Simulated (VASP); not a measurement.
# WC (Fm-3m) in VASP: settings compared

Aim: see how the results for WC move with the level of theory and the settings. Levels: LDA, PBE. Tasks: single point.

Everything below comes from runs of VASP 6.6.1. Logs are shortened: lines on timing, memory, paths and dates and some standing lists are left out, and cuts for length are marked.

### Step 1. The cell of the first run

Symmetry: Fm-3m, No. 225, cubic system. Conventional cell: a = 4.443 Å, b = 4.443 Å, c = 4.443 Å, α = 90.00°, β = 90.00°, γ = 90.00°. W (site symmetry m-3m) has 6 C at 2.22 Å within 2.9 Å. Within 2.9 Å of C (site symmetry m-3m) lie 6 W at 2.22 Å.

### Step 2. Single point, LDA (volume scaled by 1.04)

INCAR reads:

```
  PREC = Accurate
  ENCUT = 520
  EDIFF = 1E-7
  ISMEAR = -1
  SIGMA = 0.05
  LREAL = F
  LASPH = T
  NELM = 100
  ALGO = Normal
  ISIF = 2
  LWAVE = F
  LCHARG = T
  LELF = T
  LVHAR = T
  NBANDS = 16
```

KPOINTS reads:

```
Automatic mesh
0
Gamma
  10 10 10
```

POSCAR reads:

```
WC
1.0
    0.0000000000      2.2215384142      2.2215384142
    2.2215384142      0.0000000000      2.2215384142
    2.2215384142      2.2215384142      0.0000000000
W C
1 1
Direct
    0.0000000000      0.0000000000      0.0000000000
    0.5000000000      0.5000000000      0.5000000000
```

Potentials or basis: VASP PAW LDA potentials, release 64 (W_sv, C).

The run is started by

```console
$ cat potpaw_LDA.64/W_sv/POTCAR potpaw_LDA.64/C/POTCAR > POTCAR
$ mpirun -np 1 vasp_std > vasp.out
```

OUTCAR:

```text
PREC = Accurate
   ENCUT = 520
   EDIFF = 1E-7
   ISMEAR = -1
   LREAL = F
   LASPH = T
   NELM = 100
   ISIF = 2

 ion  position               nearest neighbor table
   1  0.000  0.000  0.000-   2 2.22   2 2.22   2 2.22   2 2.22   2 2.22   2 2.22
   2  0.500  0.500  0.500-   1 2.22   1 2.22   1 2.22   1 2.22   1 2.22   1 2.22

  LATTYP: Found a face centered cubic cell.
 ALAT       =     4.4430768284

  Lattice vectors:

 A1 = (   0.0000000000,   2.2215384142,   2.2215384142)
 A2 = (   2.2215384142,   0.0000000000,   2.2215384142)
 A3 = (   2.2215384142,   2.2215384142,   0.0000000000)

Analysis of symmetry for initial positions (statically):
=====================================================================
 Subroutine PRICEL returns:
 Original cell was already a primitive cell.

 Routine SETGRP: Setting up the symmetry group for a
 face centered cubic supercell.

 Subroutine GETGRP returns: Found 48 space group operations
 (whereof 48 operations were pure point group operations)
 out of a pool of 48 trial point group operations.

The static configuration has the point symmetry O_h .

Analysis of symmetry for dynamics (positions and initial velocities):
=====================================================================
 Subroutine PRICEL returns:
 Original cell was already a primitive cell.

 Routine SETGRP: Setting up the symmetry group for a
 face centered cubic supercell.

 Subroutine GETGRP returns: Found 48 space group operations
 (whereof 48 operations were pure point group operations)
 out of a pool of 48 trial point group operations.

The dynamic configuration has the point symmetry O_h .

 Subroutine INISYM returns: Found 48 space group operations
 (whereof 48 operations are pure point group operations),
 and found     1 'primitive' translations

----------------------------------------------------------------------------------------

                                     Primitive cell

  volume of cell :      21.9276

  direct lattice vectors                    reciprocal lattice vectors
     0.000000000  2.221538414  2.221538414    -0.225069257  0.225069257  0.225069257
     2.221538414  0.000000000  2.221538414     0.225069257 -0.225069257  0.225069257
     2.221538414  2.221538414  0.000000000     0.225069257  0.225069257 -0.225069257

  length of vectors
     3.141729755  3.141729755  3.141729755     0.389831388  0.389831388  0.389831388

  position of ions in fractional coordinates (direct lattice)
     0.000000000  0.000000000  0.000000000
     0.500000000  0.500000000  0.500000000

  ion indices of the primitive-cell ions
   primitive index   ion index
                 1           1
                 2           2

----------------------------------------------------------------------------------------

 KPOINTS: Automatic mesh

Automatic generation of k-mesh.
 Grid dimensions read from file:
 generate k-points for:   10   10   10

 Generating k-lattice:

  Cartesian coordinates                     Fractional coordinates (reciprocal lattice)
    -0.022506926  0.022506926  0.022506926     0.100000000  0.000000000  0.000000000
     0.022506926 -0.022506926  0.022506926     0.000000000  0.100000000  0.000000000
     0.022506926  0.022506926 -0.022506926     0.000000000  0.000000000  0.100000000

  Length of vectors
     0.038983139  0.038983139  0.038983139

  Shift w.r.t. Gamma in fractional coordinates (k-lattice)
     0.000000000  0.000000000  0.000000000

 Subroutine IBZKPT returns following result:
 ===========================================

 Found     47 irreducible k-points:

 Following reciprocal coordinates:
            Coordinates               Weight
  0.000000  0.000000  0.000000      1.000000
  0.100000  0.000000  0.000000      8.000000
  0.200000  0.000000  0.000000      8.000000
  0.300000  0.000000  0.000000      8.000000
  0.400000  0.000000  0.000000      8.000000
  0.500000  0.000000  0.000000      4.000000
[... 16 lines left out ...]
  0.300000  0.300000  0.000000      6.000000
  0.400000  0.300000  0.000000     24.000000
 [... further k-points ...]
   k-points           NKPTS =     47   k-points in BZ     NKDIM =     47   number of bands    NBANDS=     16
   number of dos      NEDOS =    301   number of ions     NIONS =      2
   total plane-waves  NPLWV =  13824
   dimension x,y,z NGX =    24 NGY =   24 NGZ =   24
   dimension x,y,z NGXF=    48 NGYF=   48 NGZF=   48
   ions per type =               1   1
   NGX,Y,Z   is equivalent  to a cutoff of  12.70, 12.70, 12.70 a.u.
   NGXF,Y,Z  is equivalent  to a cutoff of  25.40, 25.40, 25.40 a.u.
 SYSTEM =  unknown system
   PREC   = accura    normal or accurate (medium, high low for compatibility)
   ISTART =      0    job   : 0-new  1-cont  2-samecut
   ICHARG =      2    charge: 1-file 2-atom 10-const
   ISPIN  =      1    spin polarized calculation?
   LNONCOLLINEAR =      F non collinear calculations
   LSORBIT =      F    spin-orbit coupling
   LASPH  =      T    aspherical Exc in radial PAW
   ENCUT  =  520.0 eV  38.22 Ry    6.18 a.u.   5.84  5.84  5.84*2*pi/ulx,y,z
   NELM   =    100;   NELMIN=  2; NELMDL= -5     # of ELM steps
   EDIFF  = 0.1E-06   stopping-criterion for ELM
   LREAL  =      F    real-space projection
   EDIFFG = 0.1E-05   stopping-criterion for IOM
   NSW    =      0    number of steps for IOM
   IBRION =     -1    ionic relax: 0-MD 1-quasi-New 2-CG
   NFREE  =      0    steps in history (QN), initial steepest desc. (CG)
   ISIF   =      2    stress and relaxation
   ISYM   =      2    0-nonsym 1-usesym 2-fastsym
   POTIM  = 0.5000    time-step for ionic-motion
   TEBEG  =    0.0;   TEEND  =   0.0 temperature during run
   PSTRESS=    0.0 pullay stress
   NELECT =      18.0000    total number of electrons
   NUPDOWN=      -1.0000    fix difference up-down
   EMIN   =  10.00;   EMAX   =-10.00  energy-range for DOS
   EFERMI =   0.00;   METHOD = LEGACY
   ISMEAR =    -1;   SIGMA  =   0.05  broadening in eV -4-tet -1-fermi 0-gaus
   EFERMI_NEDOS =   21; number of points for ismear=-14 and -15
   IALGO  =     38    algorithm
   IMIX   =      4    mixing-type and parameters
     AMIX     =   0.40;   BMIX     =  1.00
     AMIX_MAG =   1.60;   BMIX_MAG =  1.00
  volume/ion in A,a.u.               =      10.96        73.99
  Fermi-wavevector in a.u.,A,eV,Ry     =   1.532858  2.896681 31.968966  2.349653
  Thomas-Fermi vector in A             =   2.640005
   LORBIT       =      0    0 simple, 1 ext, 2 COOP (PROOUT), +10 PAW based schemes
   GGA     = CA    functional components
   LHFCALC =     F    Hartree Fock is set to
   AEXX    =    0.0000 exact exchange contribution
   IVDW    =     0    specifies the selected vdW correction
   LEPSILON=     F    determine dielectric tensor
   LRPA    =     F    only Hartree local field effects (RPA)
 non-spin polarized calculation
  energy-cutoff  :      520.00
  volume of cell :       21.93
 maximum number of plane-waves:       609
   NGX = 11   NGY = 11   NGZ = 11

 number of electron      18.0000003 magnetization

 Free energy of the ion-electron system (eV)
  ---------------------------------------------------
  ext. energy  EPLUGINS =         0.00000000
  ---------------------------------------------------
  free energy    TOTEN  =       -23.68491534 eV

  energy without entropy =      -23.67835722  energy(sigma->0) =      -23.68163628

 E-fermi :  11.7153     XC(G=0): -13.6808

 val. band max:       11.6067280115   @ k =   0.3000   0.2000   0.1000
 cond. band min:      11.7664573411   @ k =  -0.3000   0.3000   0.1000
 fundamental gap:      0.1597293296
 Fermi energy:        11.7153328484

 k-point     1 :       0.0000    0.0000    0.0000
  band No.  band energies     occupation
      1     -63.2978      2.00000
      2     -27.5513      2.00000
      3     -27.5513      2.00000
      4     -27.5513      2.00000
      5      -3.5893      2.00000
      6       9.0686      2.00000
[... 8 lines left out ...]
     15      21.4615      0.00000
     16      34.3477      0.00000

 k-point     2 :       0.1000    0.0000    0.0000
  band No.  band energies     occupation
      1     -63.2948      2.00000
      2     -27.6022      2.00000
      3     -27.5569      2.00000
      4     -27.5569      2.00000
      5      -3.3228      2.00000
      6       8.2080      2.00000
[... 8 lines left out ...]
     15      22.0663      0.00000
     16      31.7405      0.00000

 k-point     3 :       0.2000    0.0000    0.0000
  band No.  band energies     occupation
      1     -63.2870      2.00000
      2     -27.7333      2.00000
      3     -27.5715      2.00000
      4     -27.5715      2.00000
      5      -2.5675      2.00000
      6       6.6067      2.00000
[... 8 lines left out ...]
     15      23.3435      0.00000
     16      28.9374      0.00000

 k-point     4 :       0.3000    0.0000    0.0000
  band No.  band energies     occupation
      1     -63.2773      2.00000
      2     -27.8916      2.00000
      3     -27.5895      2.00000
      4     -27.5895      2.00000
      5      -1.4432      2.00000
      6       4.9095      2.00000
[... 8 lines left out ...]
     15      23.8371      0.00000
     16      26.8520      0.00000

 k-point     5 :       0.4000    0.0000    0.0000
  band No.  band energies     occupation
      1     -63.2695      2.00000
      2     -28.0166      2.00000
      3     -27.6040      2.00000
      4     -27.6040      2.00000
      5      -0.1276      2.00000
      6       3.3148      2.00000
[... 8 lines left out ...]
     15      24.3942      0.00000
     16      24.4355      0.00000

 k-point     6 :       0.5000    0.0000    0.0000
  band No.  band energies     occupation
      1     -63.2665      2.00000
      2     -28.0637      2.00000
      3     -27.6095      2.00000
      4     -27.6095      2.00000
      5       0.8251      2.00000
      6       2.2854      2.00000
[... 8 lines left out ...]
     15      23.3100      0.00000
     16      23.3100      0.00000
[... 267 lines left out ...]
 k-point    21 :      -0.3000    0.2000    0.0000
  band No.  band energies     occupation
      1     -63.2665      2.00000
      2     -27.9404      2.00000
      3     -27.7360      2.00000
      4     -27.6100      2.00000
      5      -0.3045      2.00000
      6       3.7131      2.00000
[... 8 lines left out ...]
     15      23.8422      0.00000
     16      24.1588      0.00000

 k-point    22 :      -0.2000    0.2000    0.0000
  band No.  band energies     occupation
      1     -63.2740      2.00000
      2     -27.8636      2.00000
      3     -27.6907      2.00000
      4     -27.5847      2.00000
      5      -1.2064      2.00000
      6       4.6883      2.00000
[... 8 lines left out ...]
     15      24.1795      0.00000
     16      24.5278      0.00000

 k-point    23 :       0.3000    0.3000    0.0000
  band No.  band energies     occupation
      1     -63.2705      2.00000
      2     -27.8618      2.00000
      3     -27.6719      2.00000
      4     -27.6719      2.00000
      5      -1.5274      2.00000
      6       4.7967      2.00000
[... 8 lines left out ...]
     15      23.8266      0.00000
     16      26.9190      0.00000

 k-point    24 :       0.4000    0.3000    0.0000
  band No.  band energies     occupation
      1     -63.2643      2.00000
      2     -27.9286      2.00000
      3     -27.7070      2.00000
      4     -27.6916      2.00000
      5      -1.2038      2.00000
      6       4.9059      2.00000
[... 8 lines left out ...]
     15      23.0805      0.00000
     16      26.7265      0.00000

 [... further k-points ...]
[... 5 lines left out ...]
  --------------------------------------------------------------------------------------
  -------------------------------------------------------------------------------------
  Total       -3.6006865     -3.6006865     -3.6006865      0.0000000     -0.0000000      0.0000000
  in kB     -263.0900448   -263.0900448   -263.0900448      0.0000000     -0.0000000      0.0000000
  external PRESSURE =    -263.0900448 kB  Pullay stress =       0.0000000 kB

 VOLUME and BASIS-vectors are now :
 -----------------------------------------------------------------------------
  energy-cutoff  :      520.00
  volume of cell :       21.93
      direct lattice vectors                 reciprocal lattice vectors
     0.000000000  2.221538414  2.221538414    -0.225069257  0.225069257  0.225069257
     2.221538414  0.000000000  2.221538414     0.225069257 -0.225069257  0.225069257
     2.221538414  2.221538414  0.000000000     0.225069257  0.225069257 -0.225069257

 POSITION                                       TOTAL-FORCE (eV/Angst)
 -----------------------------------------------------------------------------------
      0.00000      0.00000      0.00000         0.000000      0.000000      0.000000
      2.22154      2.22154      2.22154        -0.000000     -0.000000     -0.000000
 -----------------------------------------------------------------------------------
    total drift:                                0.000000     -0.000000     -0.000000

  FREE ENERGIE OF THE ION-ELECTRON SYSTEM (eV)
  ---------------------------------------------------
  free  energy   TOTEN  =       -23.6849153398 eV

  energy  without entropy=      -23.6783572225  energy(sigma->0) =      -23.68163628
```

Run time: 31 s. Hardware: 1 thread of AMD EPYC 7R13, shared host; peak memory 0.11 GiB.

Results:

- Free energy: -23.6849 eV
- Pressure: -26.3 GPa
- Band gap on the k mesh: zero (band 9 reaches 12.62 eV, above the bottom of band 10 at 9.65 eV)

Levels at points of the mesh, in eV from the Fermi level:
| k point | band 6 | band 7 | band 8 | band 9 | band 10 | band 11 | band 12 | band 13 |
| --- | --- | --- | --- | --- | --- | --- | --- | --- |
| (0.00, 0.00, 0.00) | -2.65 | -2.65 | -2.65 | -0.98 | -0.98 | -0.98 | -0.98 | -0.98 |
| (0.50, 0.00, 0.00) | -9.43 | -6.31 | -6.31 | 0.91 | 0.91 | 2.13 | 4.94 | 8.30 |
| (0.50, 0.50, 0.00) | -5.49 | -5.41 | -2.40 | -2.40 | 0.73 | 2.06 | 2.06 | 5.04 |

Caveat: the cell differs from its parent crystal (volume scaled by 1.04); spin-orbit coupling is left out, which moves the levels of the heavy elements.

### Step 3. Single point, PBE

This run uses another cell than the first one, of 10.54 Å³/atom, 0.962 times its volume.

INCAR reads:

```
SYSTEM = WC
ALGO = Normal
EDIFF = 1E-6
ENCUT = 520
GGA = PE
ISIF = 2
ISMEAR = 0
LASPH = .TRUE.
LCHARG = .FALSE.
LREAL = .FALSE.
LWAVE = .FALSE.
NBANDS = 16
NELM = 80
PREC = Accurate
SIGMA = 0.011
```

KPOINTS reads:

```
k-points
0
G
  10 10 10
  0 0 0
```

POSCAR reads:

```
WC
1.0
    0.0000000000      2.1926840000      2.1926840000
    2.1926840000      0.0000000000      2.1926840000
    2.1926840000      2.1926840000      0.0000000000
W C
1 1
Direct
    0.0000000000      0.0000000000      0.0000000000
    0.5000000000      0.5000000000      0.5000000000
```

Potentials or basis: VASP PAW PBE potentials, release 64 (W_sv, C).

The run is started by

```console
$ cat potpaw_PBE.64/W_sv/POTCAR potpaw_PBE.64/C/POTCAR > POTCAR
$ mpirun -np 1 vasp_std > vasp.out
```

Run time: 16 s. Hardware: 1 thread of Intel Xeon 8259CL, shared host; peak memory 0.15 GiB.

The run converged. Its results:

| Quantity | Value |
| --- | --- |
| Free energy | -21.5679 eV |
| Pressure | -0.7 GPa |
| Band gap on the k mesh | zero (band 9 reaches 13.45 eV, above the bottom of band 10 at 10.27 eV) |

Levels at points of the mesh, in eV from the Fermi level:
| k point | band 5 | band 6 | band 7 | band 8 | band 9 | band 10 | band 11 | band 12 | band 13 | band 14 |
| --- | --- | --- | --- | --- | --- | --- | --- | --- | --- | --- |
| (0.00, 0.00, 0.00) | -15.90 | -2.84 | -2.84 | -2.84 | -1.16 | -1.16 | -1.16 | -1.05 | -1.05 | 6.40 |
| (0.50, 0.00, 0.00) | -11.31 | -9.88 | -6.67 | -6.67 | 0.95 | 0.95 | 2.24 | 4.83 | 8.68 | 8.68 |
| (0.50, 0.50, 0.00) | -13.68 | -5.85 | -5.69 | -2.60 | -2.60 | 0.76 | 2.18 | 2.18 | 5.34 | 7.18 |

Caveat: spin-orbit coupling is left out, which moves the levels of the heavy elements.

[end of part 1 of 3]
